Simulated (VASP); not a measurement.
# BaF2 (Fm-3m) in VASP: a series of runs, part 3 of 3

VASP 6.6.1.

**5. Single point, r2SCAN**

This run uses another cell than the first one, of 19.81 Å³/atom.

File POSCAR:

```
BaF2
1.0
    0.0000000000      3.0975683681      3.0975683681
    3.0975683681      0.0000000000      3.0975683681
    3.0975683681      3.0975683681      0.0000000000
Ba F
1 2
Direct
    0.0000000000      0.0000000000      0.0000000000
    0.2500000000      0.2500000000      0.2500000000
    0.7500000000      0.7500000000      0.7500000000
```

File INCAR.step1:

```
  ALGO = Normal
  EDIFF = 1E-5
  ENCUT = 660
  GGA = PE
  GGA_COMPAT = F
  ISMEAR = -1
  LASPH = T
  LCHARG = F
  LREAL = F
  LWAVE = T
  NBANDS = 19
  NELM = 120
  PREC = Accurate
  SIGMA = 0.02
```

File INCAR.step2:

```
  ALGO = Normal
  EDIFF = 1E-6
  ENCUT = 660
  GGA_COMPAT = F
  ISIF = 2
  ISMEAR = -1
  ISTART = 1
  LASPH = T
  LCHARG = F
  LMIXTAU = T
  LREAL = F
  LWAVE = F
  METAGGA = R2SCAN
  NBANDS = 19
  NELM = 120
  PREC = Accurate
  SIGMA = 0.02
```

File KPOINTS:

```
k-points
0
Gamma
  8 8 8
```

Potentials or basis: VASP PAW PBE potentials, release 64 (Ba_sv, F).

The run is started by

```bash
> cat potpaw_PBE.64/Ba_sv/POTCAR potpaw_PBE.64/F/POTCAR > POTCAR
> cp INCAR.step1 INCAR
> mpirun -np 1 vasp_std > vasp.out
> cp INCAR.step2 INCAR
> mpirun -np 1 vasp_std > vasp.out
```

OUTCAR:

```text
EDIFF = 1E-6
   ENCUT = 660
   ISIF = 2
   ISMEAR = -1
   ISTART = 1
   LASPH = T
   LREAL = F
   METAGGA = R2SCAN
   NELM = 120
   PREC = Accurate

 ion  position               nearest neighbor table
   1  0.000  0.000  0.000-   2 2.68   3 2.68   3 2.68   3 2.68   3 2.68   2 2.68   2 2.68   2 2.68

   2  0.250  0.250  0.250-   1 2.68   1 2.68   1 2.68   1 2.68
   3  0.750  0.750  0.750-   1 2.68   1 2.68   1 2.68   1 2.68

  LATTYP: Found a face centered cubic cell.
 ALAT       =     6.1951367362

  Lattice vectors:

 A1 = (   0.0000000000,   3.0975683681,   3.0975683681)
 A2 = (   3.0975683681,   0.0000000000,   3.0975683681)
 A3 = (   3.0975683681,   3.0975683681,   0.0000000000)

Analysis of symmetry for initial positions (statically):
=====================================================================
 Subroutine PRICEL returns:
 Original cell was already a primitive cell.

 Routine SETGRP: Setting up the symmetry group for a
 face centered cubic supercell.

 Subroutine GETGRP returns: Found 48 space group operations
 (whereof 48 operations were pure point group operations)
[... 163 lines left out ...]

  energy without entropy =      -45.06760628  energy(sigma->0) =      -45.06760628

 E-fermi :  -2.0265     XC(G=0):  -9.2538

 val. band max:       -2.5828585705   @ k =  -0.2500   0.2500   0.0000
 cond. band min:       4.7587583997   @ k =   0.0000   0.0000   0.0000
 fundamental gap:      7.3416169703
 Fermi energy:        -2.0265492853

 k-point     1 :       0.0000    0.0000    0.0000
  band No.  band energies     occupation
      1     -26.2191      2.00000
      2     -22.6750      2.00000
      3     -22.5366      2.00000
      4     -10.5610      2.00000
      5     -10.5610      2.00000
      6     -10.5610      2.00000
[... 505 lines left out ...]
      6     -10.7035      2.00000
[... 11 lines left out ...]
     18      10.6547      0.00000
     19      12.3868      0.00000

 [... further k-points ...]

------------------------ aborting loop because EDIFF is reached ----------------------------------------

  FORCE on cell =-STRESS in cart. coord.  units (eV):
  Direction    XX          YY          ZZ          XY          YZ          ZX
  --------------------------------------------------------------------------------------
  -------------------------------------------------------------------------------------
  Total        0.3255158      0.3255158      0.3255158     -0.0000000     -0.0000000      0.0000000
  in kB        8.7738459      8.7738459      8.7738459     -0.0000000     -0.0000000      0.0000000
  external PRESSURE =       8.7738459 kB  Pullay stress =       0.0000000 kB

 VOLUME and BASIS-vectors are now :
 -----------------------------------------------------------------------------
  energy-cutoff  :      660.00
  volume of cell :       59.44
      direct lattice vectors                 reciprocal lattice vectors
     0.000000000  3.097568368  3.097568368    -0.161416938  0.161416938  0.161416938
     3.097568368  0.000000000  3.097568368     0.161416938 -0.161416938  0.161416938
     3.097568368  3.097568368  0.000000000     0.161416938  0.161416938 -0.161416938

 POSITION                                       TOTAL-FORCE (eV/Angst)
 -----------------------------------------------------------------------------------
      0.00000      0.00000      0.00000         0.000000     -0.000000      0.000000
      1.54878      1.54878      1.54878         0.000000     -0.000000     -0.000000
      4.64635      4.64635      4.64635        -0.000000      0.000000     -0.000000
 -----------------------------------------------------------------------------------
    total drift:                                0.000000     -0.000000      0.000000

  FREE ENERGIE OF THE ION-ELECTRON SYSTEM (eV)
  ---------------------------------------------------
  free  energy   TOTEN  =       -45.0676062779 eV

  energy  without entropy=      -45.0676062779  energy(sigma->0) =      -45.06760628
```

Run time: 1.8 min. Hardware: 1 thread of Intel Xeon 6975P-C (Granite Rapids), shared host; peak memory 0.28 GiB.

What came out:

* Free energy: -45.0676 eV
* Pressure: 0.9 GPa
* Band gap on the k mesh: 7.34 eV (least direct gap 7.43 eV)

Caveat: the PAW data sets were made with another functional, which shifts forces and pressure a little; spin-orbit coupling is left out, which moves the levels of the heavy elements. r2SCAN opens gaps a little over a GGA but as a rule still falls short of measured ones.

**6. Single point, r2SCAN**

This run uses another cell than the first one, of 19.81 Å³/atom.

File POSCAR:

```
BaF2
1.0
    0.0000000000      3.0975683700      3.0975683700
    3.0975683700      0.0000000000      3.0975683700
    3.0975683700      3.0975683700      0.0000000000
Ba F
1 2
Direct
    0.0000000000      0.0000000000      0.0000000000
    0.2500000000      0.2500000000      0.2500000000
    0.7500000000      0.7500000000      0.7500000000
```

File INCAR.step1:

```
SYSTEM = BaF2
  PREC = Accurate
  ENCUT = 660
  ISMEAR = -1
  SIGMA = 0.02
  LREAL = .FALSE.
  LASPH = .TRUE.
  NELM = 120
  NBANDS = 19
  GGA = PE
  ALGO = Normal
  EDIFF = 1E-5
  LWAVE = .TRUE.
  LCHARG = .FALSE.
  GGA_COMPAT = .FALSE.
```

File INCAR.step2:

```
SYSTEM = BaF2
  PREC = Accurate
  ENCUT = 660
  EDIFF = 1E-6
  ISMEAR = -1
  SIGMA = 0.02
  LREAL = .FALSE.
  LASPH = .TRUE.
  NELM = 120
  ALGO = Normal
  ISIF = 2
  LWAVE = .FALSE.
  LCHARG = .TRUE.
  METAGGA = R2SCAN
  LMIXTAU = .TRUE.
  LELF = .TRUE.
  LVHAR = .TRUE.
  NBANDS = 19
  ISTART = 1
  GGA_COMPAT = .FALSE.
```

File KPOINTS:

```
Automatic mesh
0
G
  8 8 8
  0 0 0
```

Potentials or basis: VASP PAW PBE potentials, release 64 (Ba_sv, F).

The run is started by

```bash
> cat potpaw_PBE.64/Ba_sv/POTCAR potpaw_PBE.64/F/POTCAR > POTCAR
> cp INCAR.step1 INCAR
> mpirun -np 1 vasp_std > vasp.out
> cp INCAR.step2 INCAR
> mpirun -np 1 vasp_std > vasp.out
```

It took 1.8 min on 1 thread of Intel Xeon 6975P-C (Granite Rapids), shared host; peak memory 0.28 GiB.

The run converged. Its results:

| Quantity | Value |
| --- | --- |
| Free energy | -45.0676 eV |
| Pressure | 0.9 GPa |
| Band gap on the k mesh | 7.34 eV (least direct gap 7.43 eV) |

Levels at points of the mesh, in eV from the valence-band top:
| k point | band 8 | band 9 | band 10 | band 11 | band 12 | band 13 | band 14 | band 15 | band 16 | band 17 |
| --- | --- | --- | --- | --- | --- | --- | --- | --- | --- | --- |
| (0.00, 0.00, 0.00) | -1.49 | -1.49 | -0.08 | -0.08 | -0.08 | 7.34 | 9.91 | 9.91 | 12.28 | 12.28 |
| (0.50, 0.00, 0.00) | -1.08 | -0.66 | -0.35 | -0.17 | -0.17 | 9.86 | 9.86 | 9.95 | 10.12 | 12.48 |
| (0.50, 0.50, 0.00) | -0.36 | -0.36 | -0.32 | -0.32 | -0.14 | 7.69 | 9.85 | 11.40 | 12.86 | 12.86 |

Caveat: the PAW data sets were made with another functional, which shifts forces and pressure a little; spin-orbit coupling is left out, which moves the levels of the heavy elements.

**7. Overview**

| cell | gap on the mesh (eV) | pressure (GPa) |
| --- | --- | --- |
| a = 4.291 Å, angles 60.0°, 3 atoms | 7.59 | 5.6 |
| a = 4.321 Å, angles 60.0°, 3 atoms | 7.51 | 3.8 |
| a = 4.351 Å, angles 60.0°, 3 atoms | 7.42 | 2.3 |
| a = 4.381 Å, angles 60.0°, 3 atoms | 7.34 | 0.9 |

Alike in all rows: task single point; level r2SCAN; potentials or basis VASP PAW PBE potentials, release 64 (Ba_sv, F); no spin polarisation; k mesh 8 × 8 × 8; cutoff (eV) 660; smearing fermi-dirac 0.02 eV.

Caveats: the PAW data sets were made with another functional, which shifts forces and pressure a little; spin-orbit coupling is left out, which moves the levels of the heavy elements; the cell stands under pressure (at least some runs).

Absolute energies hang on the potentials; compare differences alone.
